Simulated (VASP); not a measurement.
A run of VASP 6.6.1 is set up as follows.

The input INCAR:

```
PREC = Accurate
ENCUT = 520
EDIFF = 1E-7
ISMEAR = 0
SIGMA = 0.1
LREAL = False
LASPH = True
NELM = 80
ALGO = Normal
ISIF = 2
LWAVE = False
LCHARG = True
GGA = PE
LELF = True
LVHAR = True
NBANDS = 16
```

Contents of KPOINTS:

```
Automatic mesh
0
Gamma
  14 14 14
```

File POSCAR:

```
CaH5
1.0
   -1.5902681789      3.3650065426      2.5585774872
    1.5902681789     -3.3650065426      2.5585774872
    1.5902681789      3.3650065426     -2.5585774872
Ca H
1 5
Direct
    0.3444241850      0.3444241850      0.0000000000
    0.9868283004      0.6766652805      0.3101630199
    0.3665022606      0.6766652805      0.6898369801
    0.7938837155      0.1319604321      0.3380767166
    0.7938837155      0.4558069989      0.6619232834
    0.8017881929      0.8017881929      0.0000000000
```

Potentials or basis: VASP PAW PBE potentials, release 64 (Ca_sv, H).

Command:

```console
$ cat potpaw_PBE.64/Ca_sv/POTCAR potpaw_PBE.64/H/POTCAR > POTCAR
$ mpirun -np 1 vasp_std > vasp.out
```

Problem. Predict the largest force.

Solution. 0.009 eV/Å.

Problem. Estimate the band gap on the k mesh.

Solution. Zero (an odd number of electrons rules out a gap without spin polarisation).

Problem. Predict the pressure.

Solution. -0.1 GPa.

Forces on the atoms (eV/Å):
```
Ca   0.000  0.000  0.002
H    0.000 -0.008 -0.004
H    0.000  0.008 -0.004
H   -0.002  0.000  0.001
H    0.002  0.000  0.001
H    0.000  0.000  0.005
```

Caveat: an odd number of electrons without spin polarisation forces a metal; a magnetic or distorted state may lie lower.
